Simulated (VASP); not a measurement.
Set up this calculation in VASP 6.6.1, as the native input.

* Task: single point
* Functional: PBE
* Potentials or basis: VASP PAW PBE potentials, release 64 (Li_sv, F)
* Cutoff: 520 eV
* k mesh: 6 × 6 × 6
* Occupations: gaussian, width 0.01 eV
* Spin: no spin polarisation
* Dipole correction: no
* Further INCAR settings: ALGO = Normal; EDIFF = 1e-06; NBANDS = 12

The structure of LiF lies in POSCAR:

```
LiF
1.0
    0.0000000000      1.9948717404      2.0547178926
    1.9948717404      0.0000000000      2.0547178926
    1.9948717404      1.9948717404      0.0000000000
Li F
1 1
Direct
    0.0000000000      0.0000000000      0.0000000000
    0.5000000000      0.5000000000      0.5000000000
```

This cell differs from its parent crystal: uniaxial z strain +3.0%.

The input as run:

INCAR

```
SYSTEM = LiF
  PREC = Accurate
  ENCUT = 520
  EDIFF = 1E-6
  ISMEAR = 0
  SIGMA = 0.01
  LREAL = .False.
  LASPH = .True.
  NELM = 100
  ALGO = Normal
  ISIF = 2
  LWAVE = .False.
  LCHARG = .False.
  GGA = PE
  NBANDS = 12
```

KPOINTS

```
regular mesh
0
Gamma
  6 6 6
  0 0 0
```

Potentials or basis: VASP PAW PBE potentials, release 64 (Li_sv, F).

Command:

```sh
$ cat potpaw_PBE.64/Li_sv/POTCAR potpaw_PBE.64/F/POTCAR > POTCAR
$ mpirun -np 1 vasp_std > vasp.out
```

Results of the run:

```yaml
Band_gap_on_the_k_mesh: 9.04 eV, direct
```

Caveat: the k points lie up to 0.45 Å⁻¹ apart; the cell differs from its parent crystal (uniaxial z strain +3.0%).

Run time: 5.4 s on 1 thread of Intel Xeon 6975P-C, on a shared host, peak memory 0.13 GiB.
